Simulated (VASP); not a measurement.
# CdS (P6_3mc) in VASP: further runs

CdS is run at these levels: r2SCAN; tasks: single point.

All numbers are computed with VASP 6.6.1; they aren't measurements. Logs are shortened: lines on timing, memory, paths and dates and some standing lists are left out, and cuts for length are marked.

## Step 1: The cell of the first run

Symmetry: P6_3mc, No. 186, hexagonal system. Conventional cell: a = 4.137 Å, b = 4.137 Å, c = 6.716 Å, α = 90.00°, β = 90.00°, γ = 120.00°. Cd (site symmetry 3m) has 4 S at 2.53 Å within 3.3 Å. Within 3.3 Å of S (site symmetry 3m) lie 4 Cd at 2.53 Å.

## Step 2: Single point, r2SCAN

Input file POSCAR:

```
CdS
1.0
    4.1370000000      0.0000000000      0.0000000000
   -2.0685000000      3.5827470955      0.0000000000
    0.0000000000      0.0000000000      6.7160000000
Cd S
2 2
Direct
    0.3333333333      0.6666666667      0.0000000000
    0.6666666667      0.3333333333      0.5000000000
    0.3333333333      0.6666666667      0.3770000000
    0.6666666667      0.3333333333      0.8770000000
```

Input file INCAR.step1:

```
SYSTEM = CdS
  PREC = Accurate
  ENCUT = 520
  ISMEAR = 0
  SIGMA = 0.1
  LREAL = .False.
  LASPH = .True.
  NELM = 60
  NBANDS = 26
  GGA = PE
  ALGO = Normal
  EDIFF = 1E-4
  LWAVE = .True.
  LCHARG = .False.
```

Input file INCAR.step2:

```
SYSTEM = CdS
  PREC = Accurate
  ENCUT = 520
  EDIFF = 1E-6
  ISMEAR = 0
  SIGMA = 0.1
  LREAL = .False.
  LASPH = .True.
  NELM = 60
  ALGO = Normal
  ISIF = 2
  LWAVE = .False.
  LCHARG = .False.
  METAGGA = R2SCAN
  LMIXTAU = .True.
  NBANDS = 26
  ISTART = 1
```

Input file KPOINTS:

```
regular mesh
0
Gamma
  6 6 4
  0 0 0
```

Potentials or basis: VASP PAW PBE potentials, release 64 (Cd, S).

Command:

```sh
> cat potpaw_PBE.64/Cd/POTCAR potpaw_PBE.64/S/POTCAR > POTCAR
> cp INCAR.step1 INCAR
> mpirun -np 1 vasp_std > vasp.out
> cp INCAR.step2 INCAR
> mpirun -np 1 vasp_std > vasp.out
```

OUTCAR:

```text
SYSTEM = CdS
   PREC = Accurate
   ENCUT = 520
   EDIFF = 1E-6
   ISMEAR = 0
   LREAL = .False.
   LASPH = .True.
   NELM = 60
   ISIF = 2
   METAGGA = R2SCAN
   ISTART = 1

 ion  position               nearest neighbor table
   1  0.333  0.667  0.000-   4 2.53   4 2.53   4 2.53   3 2.53
   2  0.667  0.333  0.500-   3 2.53   3 2.53   3 2.53   4 2.53
   3  0.333  0.667  0.377-   2 2.53   2 2.53   2 2.53   1 2.53
   4  0.667  0.333  0.877-   1 2.53   1 2.53   1 2.53   2 2.53

  LATTYP: Found a hexagonal cell.
 ALAT       =     4.1370000000
 C/A-ratio  =     1.6233985980

  Lattice vectors:

 A1 = (   4.1370000000,   0.0000000000,   0.0000000000)
 A2 = (  -2.0685000000,   3.5827470955,   0.0000000000)
 A3 = (   0.0000000000,   0.0000000000,   6.7160000000)

Analysis of symmetry for initial positions (statically):
=====================================================================
 Subroutine PRICEL returns:
 Original cell was already a primitive cell.

 Routine SETGRP: Setting up the symmetry group for a
 hexagonal supercell.

 Subroutine GETGRP returns: Found 12 space group operations
 (whereof  6 operations were pure point group operations)
 out of a pool of 24 trial point group operations.

The static configuration has the point symmetry C_3v.
 The point group associated with its full space group is C_6v.

Analysis of symmetry for dynamics (positions and initial velocities):
=====================================================================
 Subroutine PRICEL returns:
 Original cell was already a primitive cell.

 Routine SETGRP: Setting up the symmetry group for a
 hexagonal supercell.

 Subroutine GETGRP returns: Found 12 space group operations
 (whereof  6 operations were pure point group operations)
 out of a pool of 24 trial point group operations.

The dynamic configuration has the point symmetry C_3v.
 The point group associated with its full space group is C_6v.

 Subroutine INISYM returns: Found 12 space group operations
 (whereof  6 operations are pure point group operations),
 and found     1 'primitive' translations

----------------------------------------------------------------------------------------

                                     Primitive cell

  volume of cell :      99.5434

  direct lattice vectors                    reciprocal lattice vectors
     4.137000000  0.000000000  0.000000000     0.241721054  0.139557716  0.000000000
    -2.068500000  3.582747095  0.000000000     0.000000000  0.279115431  0.000000000
     0.000000000  0.000000000  6.716000000     0.000000000  0.000000000  0.148898154
[... 86 lines left out ...]
   EDIFFG = 0.1E-04   stopping-criterion for IOM
   NSW    =      0    number of steps for IOM
   IBRION =     -1    ionic relax: 0-MD 1-quasi-New 2-CG
   NFREE  =      0    steps in history (QN), initial steepest desc. (CG)
   ISIF   =      2    stress and relaxation
   ISYM   =      2    0-nonsym 1-usesym 2-fastsym
   POTIM  = 0.5000    time-step for ionic-motion
   TEBEG  =    0.0;   TEEND  =   0.0 temperature during run
   PSTRESS=    0.0 pullay stress
   NELECT =      36.0000    total number of electrons
   NUPDOWN=      -1.0000    fix difference up-down
   EMIN   =  10.00;   EMAX   =-10.00  energy-range for DOS
   EFERMI =   0.00;   METHOD = LEGACY
   ISMEAR =     0;   SIGMA  =   0.10  broadening in eV -4-tet -1-fermi 0-gaus
   EFERMI_NEDOS =   21; number of points for ismear=-14 and -15
   IALGO  =     38    algorithm
   IMIX   =      4    mixing-type and parameters
     AMIX     =   0.40;   BMIX     =  1.00
     AMIX_MAG =   1.60;   BMIX_MAG =  1.00
  volume/ion in A,a.u.               =      24.89       167.94
  Fermi-wavevector in a.u.,A,eV,Ry     =   1.166375  2.204129 18.509783  1.360431
  Thomas-Fermi vector in A             =   2.302889
   LORBIT       =      0    0 simple, 1 ext, 2 COOP (PROOUT), +10 PAW based schemes
   METAGGA = R2SCAN    functional components
   LHFCALC =     F    Hartree Fock is set to
   AEXX    =    0.0000 exact exchange contribution
   IVDW    =     0    specifies the selected vdW correction
   LEPSILON=     F    determine dielectric tensor
   LRPA    =     F    only Hartree local field effects (RPA)
 non-spin polarized calculation
 Gauss-broadening in eV      SIGMA  =   0.10
  energy-cutoff  :      520.00
  volume of cell :       99.54
 maximum number of plane-waves:      2719
 NGX is ok and might be reduce to    32
   NGX = 15   NGY = 15   NGZ = 25

 number of electron      35.9999995 magnetization

 Free energy of the ion-electron system (eV)
  ---------------------------------------------------
  ext. energy  EPLUGINS =         0.00000000
  ---------------------------------------------------
  free energy    TOTEN  =       -59.36817052 eV

  energy without entropy =      -59.36817052  energy(sigma->0) =      -59.36817052

 E-fermi :   1.4914     XC(G=0):  -9.7111

 val. band max:        1.0191870968   @ k =   0.0000   0.0000   0.0000
 cond. band min:       2.6986726131   @ k =   0.0000   0.0000   0.0000
 fundamental gap:      1.6794855163
 Fermi energy:         1.4914180878

 k-point     1 :       0.0000    0.0000    0.0000
  band No.  band energies     occupation
      1     -11.8375      2.00000
      2     -11.4035      2.00000
      3      -6.9118      2.00000
      4      -6.9063      2.00000
      5      -6.9062      2.00000
      6      -6.8148      2.00000
[... 598 lines left out ...]
     25      10.8011      0.00000
     26      10.8011      0.00000

------------------------ aborting loop because EDIFF is reached ----------------------------------------

  FORCE on cell =-STRESS in cart. coord.  units (eV):
  Direction    XX          YY          ZZ          XY          YZ          ZX
  --------------------------------------------------------------------------------------
  -------------------------------------------------------------------------------------
  Total        1.0014021      1.0014021      1.0474743      0.0000000      0.0000000      0.0000000
  in kB       16.1178351     16.1178351     16.8593803      0.0000000      0.0000000      0.0000000
  external PRESSURE =      16.3650168 kB  Pullay stress =       0.0000000 kB

 VOLUME and BASIS-vectors are now :
 -----------------------------------------------------------------------------
  energy-cutoff  :      520.00
  volume of cell :       99.54
      direct lattice vectors                 reciprocal lattice vectors
     4.137000000  0.000000000  0.000000000     0.241721054  0.139557716  0.000000000
    -2.068500000  3.582747095  0.000000000     0.000000000  0.279115431  0.000000000
     0.000000000  0.000000000  6.716000000     0.000000000  0.000000000  0.148898154

 POSITION                                       TOTAL-FORCE (eV/Angst)
 -----------------------------------------------------------------------------------
     -0.00000      2.38850      0.00000         0.000000      0.000000     -0.002760
      2.06850      1.19425      3.35800        -0.000000     -0.000000     -0.002760
     -0.00000      2.38850      2.53193         0.000000      0.000000      0.002760
      2.06850      1.19425      5.88993         0.000000      0.000000      0.002760
 -----------------------------------------------------------------------------------
    total drift:                               -0.000000     -0.000000     -0.003255

  FREE ENERGIE OF THE ION-ELECTRON SYSTEM (eV)
  ---------------------------------------------------
  free  energy   TOTEN  =       -59.3681705174 eV

  energy  without entropy=      -59.3681705174  energy(sigma->0) =      -59.36817052
```

OUTCAR.step1:

```text
SYSTEM = CdS
   PREC = Accurate
   ENCUT = 520
   ISMEAR = 0
   LREAL = .False.
   LASPH = .True.
   NELM = 60
[... 834 lines left out ...]
      2.06850      1.19425      3.35800        -0.000000      0.000000     -0.000375
     -0.00000      2.38850      2.53193        -0.000000      0.000000      0.000375
      2.06850      1.19425      5.88993         0.000000     -0.000000      0.000375
 -----------------------------------------------------------------------------------
    total drift:                               -0.000000     -0.000000     -0.000396

  FREE ENERGIE OF THE ION-ELECTRON SYSTEM (eV)
  ---------------------------------------------------
  free  energy   TOTEN  =       -12.2504606339 eV

  energy  without entropy=      -12.2504606339  energy(sigma->0) =      -12.25046063
```

OSZICAR.step1:

```text
N       E                     dE             d eps       ncg     rms          rms(c)
DAV:   1     0.248847503001E+03    0.24885E+03   -0.17525E+04  1092   0.127E+03
DAV:   2     0.461485927838E+00   -0.24839E+03   -0.23915E+03  1176   0.319E+02
DAV:   3    -0.131955494918E+02   -0.13657E+02   -0.13570E+02  1310   0.753E+01
DAV:   4    -0.133346159534E+02   -0.13907E+00   -0.13896E+00  1238   0.737E+00
DAV:   5    -0.133367468649E+02   -0.21309E-02   -0.21308E-02  1298   0.918E-01    0.114E+01
DAV:   6    -0.122740912777E+02    0.10627E+01   -0.18922E+00  1444   0.143E+01    0.899E+00
DAV:   7    -0.122549588337E+02    0.19132E-01   -0.75065E-01  1146   0.461E+00    0.397E+00
DAV:   8    -0.122513280125E+02    0.36308E-02   -0.91917E-02  1204   0.301E+00    0.564E-01
DAV:   9    -0.122501482326E+02    0.11798E-02   -0.15102E-02  1194   0.154E+00    0.162E-01
DAV:  10    -0.122503117157E+02   -0.16348E-03   -0.12654E-03  1172   0.371E-01    0.113E-01
DAV:  11    -0.122504537097E+02   -0.14199E-03   -0.27896E-04  1142   0.117E-01    0.779E-02
DAV:  12    -0.122504606339E+02   -0.69243E-05   -0.13422E-04   806   0.916E-02
   1 F= -.12250461E+02 E0= -.12250461E+02  d E =-.109708E-12
```

Run time: 4.4 min. Hardware: 1 thread of Intel Xeon 8259CL, shared host; peak memory 0.25 GiB.

What came out:

| Quantity | Value |
| --- | --- |
| Free energy | -59.3682 eV |
| Pressure | 1.6 GPa |
| Band gap on the k mesh | 1.68 eV |

Forces in eV/Å, atoms in the order of the input:
```
Cd   0.000  0.000 -0.003
Cd   0.000  0.000 -0.003
S    0.000  0.000  0.003
S    0.000  0.000  0.003
```

Levels at points of the mesh, in eV from the valence-band top:
```
           k point  band 14  band 15  band 16  band 17  band 18  band 19  band 20  band 21  band 22  band 23
(0.00, 0.00, 0.00)    -0.77    -0.77    -0.04     0.00     0.00     1.68     3.25     6.98     6.98     7.34
(0.50, 0.00, 0.00)    -3.54    -2.69    -1.93    -1.31    -0.77     4.20     4.25     5.42     6.92     7.51
(0.00, 0.00, 0.50)    -2.46    -0.40    -0.40    -0.40    -0.40     3.31     3.31     6.65     6.65     7.33
(0.50, 0.00, 0.50)    -4.18    -1.38    -1.38    -1.35    -1.35     3.89     3.89     5.81     5.81     8.41
```

Caveat: the PAW data sets were made with another functional, which shifts forces and pressure a little.

## Step 3: Single point, r2SCAN

This run uses another cell than the first one, of 25.41 Å³/atom.

Input file POSCAR:

```
CdS
1.0
    4.1645692036      0.0000000000      0.0000000000
   -2.0822846018      3.6066227262      0.0000000000
    0.0000000000      0.0000000000      6.7679914703
Cd S
2 2
Direct
    0.3333333333      0.6666666667      0.0000570358
    0.6666666667      0.3333333333      0.5000570358
    0.3333333333      0.6666666667      0.3769429642
    0.6666666667      0.3333333333      0.8769429642
```

Input file INCAR.step1:

```
SYSTEM = CdS
ALGO = Normal
EDIFF = 1E-4
ENCUT = 520
GGA = PE
ISMEAR = 0
LASPH = .TRUE.
LCHARG = .FALSE.
LREAL = .FALSE.
LWAVE = .TRUE.
NBANDS = 26
NELM = 60
PREC = Accurate
SIGMA = 0.02
```

Input file INCAR.step2:

```
SYSTEM = CdS
ALGO = Normal
EDIFF = 1E-6
ENCUT = 520
ISIF = 2
ISMEAR = 0
ISTART = 1
LASPH = .TRUE.
LCHARG = .TRUE.
LELF = .TRUE.
LMIXTAU = .TRUE.
LREAL = .FALSE.
LVHAR = .TRUE.
LWAVE = .FALSE.
METAGGA = R2SCAN
NBANDS = 26
NELM = 60
PREC = Accurate
SIGMA = 0.02
```

Input file KPOINTS:

```
k-points
0
G
  12 12 6
  0 0 0
```

Potentials or basis: VASP PAW PBE potentials, release 64 (Cd, S).

Command:

```sh
> cat potpaw_PBE.64/Cd/POTCAR potpaw_PBE.64/S/POTCAR > POTCAR
> cp INCAR.step1 INCAR
> mpirun -np 1 vasp_std > vasp.out
> cp INCAR.step2 INCAR
> mpirun -np 1 vasp_std > vasp.out
```

OUTCAR:

```text
SYSTEM = CdS
   EDIFF = 1E-6
   ENCUT = 520
   ISIF = 2
   ISMEAR = 0
   ISTART = 1
   LASPH = .TRUE.
   LREAL = .FALSE.
   METAGGA = R2SCAN
   NELM = 60
   PREC = Accurate

 ion  position               nearest neighbor table
   1  0.333  0.667  0.000-   4 2.54   4 2.54   4 2.54   3 2.55
   2  0.667  0.333  0.500-   3 2.54   3 2.54   3 2.54   4 2.55
   3  0.333  0.667  0.377-   2 2.54   2 2.54   2 2.54   1 2.55
   4  0.667  0.333  0.877-   1 2.54   1 2.54   1 2.54   2 2.55

  LATTYP: Found a hexagonal cell.
 ALAT       =     4.1645692036
 C/A-ratio  =     1.6251360319

  Lattice vectors:

 A1 = (   4.1645692036,   0.0000000000,   0.0000000000)
 A2 = (  -2.0822846018,   3.6066227262,   0.0000000000)
 A3 = (   0.0000000000,   0.0000000000,   6.7679914703)

Analysis of symmetry for initial positions (statically):
=====================================================================
 Subroutine PRICEL returns:
 Original cell was already a primitive cell.

 Routine SETGRP: Setting up the symmetry group for a
 hexagonal supercell.
[... 171 lines left out ...]

  energy without entropy =      -59.38266307  energy(sigma->0) =      -59.38266307

 E-fermi :   0.9405     XC(G=0):  -9.6077

 val. band max:        0.8414757736   @ k =   0.0000   0.0000   0.0000
 cond. band min:       2.4671815206   @ k =   0.0000   0.0000   0.0000
 fundamental gap:      1.6257057469
 Fermi energy:         0.9404853223

 k-point     1 :       0.0000    0.0000    0.0000
  band No.  band energies     occupation
      1     -11.8857      2.00000
      2     -11.4724      2.00000
      3      -7.0176      2.00000
      4      -7.0127      2.00000
      5      -7.0126      2.00000
      6      -6.9264      2.00000
[... 685 lines left out ...]
     25       9.4225      0.00000
     26      10.4088      0.00000

 [... further k-points ...]

------------------------ aborting loop because EDIFF is reached ----------------------------------------

  FORCE on cell =-STRESS in cart. coord.  units (eV):
  Direction    XX          YY          ZZ          XY          YZ          ZX
  --------------------------------------------------------------------------------------
  -------------------------------------------------------------------------------------
  Total        0.1747246      0.1747246      0.1773022      0.0000000      0.0000000      0.0000000
  in kB        2.7538100      2.7538100      2.7944350      0.0000000      0.0000000      0.0000000
  external PRESSURE =       2.7673516 kB  Pullay stress =       0.0000000 kB

 VOLUME and BASIS-vectors are now :
 -----------------------------------------------------------------------------
  energy-cutoff  :      520.00
  volume of cell :      101.66
      direct lattice vectors                 reciprocal lattice vectors
     4.164569204  0.000000000  0.000000000     0.240120875  0.138633852  0.000000000
    -2.082284602  3.606622726  0.000000000     0.000000000  0.277267703  0.000000000
     0.000000000  0.000000000  6.767991470     0.000000000  0.000000000  0.147754323

 POSITION                                       TOTAL-FORCE (eV/Angst)
 -----------------------------------------------------------------------------------
     -0.00000      2.40442      0.00039        -0.000000      0.000000     -0.000277
      2.08228      1.20221      3.38438         0.000000     -0.000000     -0.000277
     -0.00000      2.40442      2.55115        -0.000000     -0.000000      0.000277
      2.08228      1.20221      5.93514         0.000000     -0.000000      0.000277
 -----------------------------------------------------------------------------------
    total drift:                               -0.000000      0.000000     -0.005016

  FREE ENERGIE OF THE ION-ELECTRON SYSTEM (eV)
  ---------------------------------------------------
  free  energy   TOTEN  =       -59.3826630683 eV

  energy  without entropy=      -59.3826630683  energy(sigma->0) =      -59.38266307
```

OUTCAR.step1:

```text
SYSTEM = CdS
   EDIFF = 1E-4
   ENCUT = 520
   GGA = PE
   ISMEAR = 0
   LASPH = .TRUE.
   LREAL = .FALSE.
   NELM = 60
[... 926 lines left out ...]
      2.08228      1.20221      3.38438         0.000000     -0.000000      0.002200
     -0.00000      2.40442      2.55115        -0.000000      0.000000     -0.002200
      2.08228      1.20221      5.93514         0.000000      0.000000     -0.002200
 -----------------------------------------------------------------------------------
    total drift:                               -0.000000     -0.000000     -0.000855

  FREE ENERGIE OF THE ION-ELECTRON SYSTEM (eV)
  ---------------------------------------------------
  free  energy   TOTEN  =       -12.2842246731 eV

  energy  without entropy=      -12.2842246731  energy(sigma->0) =      -12.28422467
```

OSZICAR.step1:

```text
N       E                     dE             d eps       ncg     rms          rms(c)
DAV:   1     0.248331067567E+03    0.24833E+03   -0.17559E+04  3952   0.127E+03
DAV:   2     0.566769265130E+00   -0.24776E+03   -0.23922E+03  4242   0.319E+02
DAV:   3    -0.132274602105E+02   -0.13794E+02   -0.13707E+02  4808   0.751E+01
DAV:   4    -0.133735465104E+02   -0.14609E+00   -0.14595E+00  4408   0.746E+00
DAV:   5    -0.133757741540E+02   -0.22276E-02   -0.22275E-02  4778   0.927E-01    0.109E+01
DAV:   6    -0.123064807220E+02    0.10693E+01   -0.19208E+00  5190   0.141E+01    0.867E+00
DAV:   7    -0.122875262452E+02    0.18954E-01   -0.70624E-01  4122   0.447E+00    0.397E+00
DAV:   8    -0.122851409393E+02    0.23853E-02   -0.82576E-02  4242   0.283E+00    0.519E-01
DAV:   9    -0.122838433379E+02    0.12976E-02   -0.14116E-02  4360   0.146E+00    0.149E-01
DAV:  10    -0.122840688577E+02   -0.22552E-03   -0.12130E-03  4214   0.344E-01    0.117E-01
DAV:  11    -0.122842263734E+02   -0.15752E-03   -0.27576E-04  3892   0.116E-01    0.716E-02
DAV:  12    -0.122842246731E+02    0.17003E-05   -0.12406E-04  2880   0.863E-02
   1 F= -.12284225E+02 E0= -.12284225E+02  d E =-.371517E-22
```

Run time: 9.8 min. Hardware: 1 thread of Intel Xeon 8259CL, shared host; peak memory 0.35 GiB.

Results:

```
Free energy            : -59.3827 eV
Pressure               : 0.3 GPa
Band gap on the k mesh : 1.63 eV
```

Caveat: the PAW data sets were made with another functional, which shifts forces and pressure a little. A k mesh can miss the band edges.

## Step 4: Single point, r2SCAN (atoms moved along the polar distortion)

POSCAR is that of step 3.

Input file INCAR.step1:

```
  PREC = Accurate
  ENCUT = 520
  ISMEAR = 0
  SIGMA = 0.01
  LREAL = F
  LASPH = T
  NELM = 60
  NBANDS = 26
  GGA = PE
  ALGO = Normal
  EDIFF = 1E-4
  LWAVE = T
  LCHARG = F
```

Input file INCAR.step2:

```
  PREC = Accurate
  ENCUT = 520
  EDIFF = 1E-6
  ISMEAR = 0
  SIGMA = 0.01
  LREAL = F
  LASPH = T
  NELM = 60
  ALGO = Normal
  ISIF = 2
  LWAVE = F
  LCHARG = F
  METAGGA = R2SCAN
  LMIXTAU = T
  NBANDS = 26
  ISTART = 1
```

Input file KPOINTS:

```
regular mesh
0
Gamma
  12 12 6
```

Command:

```sh
> cat potpaw_PBE.64/Cd/POTCAR potpaw_PBE.64/S/POTCAR > POTCAR
> cp INCAR.step1 INCAR
> mpirun -np 1 vasp_std > vasp.out
> cp INCAR.step2 INCAR
> mpirun -np 1 vasp_std > vasp.out
```

It took 11 min on 1 thread of Intel Xeon 8259CL, shared host; peak memory 0.35 GiB.

The run converged. Its results:

```yaml
Free_energy: -59.3827 eV
Pressure: 0.3 GPa
Band_gap_on_the_k_mesh: 1.63 eV
```

Levels at points of the mesh, in eV from the valence-band top:
| k point | band 15 | band 16 | band 17 | band 18 | band 19 | band 20 | band 21 | band 22 |
| --- | --- | --- | --- | --- | --- | --- | --- | --- |
| (0.00, 0.00, 0.00) | -0.74 | -0.04 | 0.00 | 0.00 | 1.63 | 3.22 | 6.99 | 6.99 |
| (0.50, 0.00, 0.00) | -2.60 | -1.85 | -1.26 | -0.74 | 4.15 | 4.25 | 5.43 | 6.84 |
| (0.00, 0.00, 0.50) | -0.38 | -0.38 | -0.38 | -0.38 | 3.26 | 3.26 | 6.62 | 6.62 |
| (0.50, 0.00, 0.50) | -1.33 | -1.33 | -1.30 | -1.30 | 3.87 | 3.87 | 5.79 | 5.79 |

Caveat: the cell differs from its parent crystal (atoms moved along the polar distortion); the PAW data sets were made with another functional, which shifts forces and pressure a little. A k mesh can miss the band edges.

(Continued in part 2 of 2.)
